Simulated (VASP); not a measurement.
Here is a VASP 6.6.1 calculation.

File INCAR:

```
ALGO = Normal
EDIFF = 1E-6
ENCUT = 520
GGA = CA
ISIF = 2
ISMEAR = -1
LASPH = T
LCHARG = T
LELF = T
LREAL = F
LVHAR = T
LWAVE = F
NBANDS = 22
NELM = 100
PREC = Accurate
SIGMA = 0.1
```

KPOINTS

```
k-points
0
Gamma
  9 9 14
```

File POSCAR:

```
Pd
1.0
    4.3249190784      0.0000000000      0.0000000000
   -2.1624595392      3.7454897912      0.0000000000
    0.0000000000      0.0000000000      2.5727238680
Pd
3
Direct
    0.0000000000      0.0000000000      0.0000000000
    0.3333333333      0.6666666667      0.5000000000
    0.6666666667      0.3333333333      0.5000000000
```

Potentials or basis: VASP PAW LDA potentials, release 64 (Pd).

The run is started by

```sh
$ cat potpaw_LDA.64/Pd/POTCAR > POTCAR
$ mpirun -np 1 vasp_std > vasp.out
```

Question: Estimate the pressure.

Answer: 10.1 GPa.

Question: Estimate the band gap on the k mesh.

Answer: Zero (bands 15 and 16 overlap by 1.11 eV).

Stress tensor (GPa, compression positive):
```
 9.84  0.00  0.00
 0.00  9.84  0.00
 0.00  0.00 10.54
```

Caveat: the cell stands under pressure.
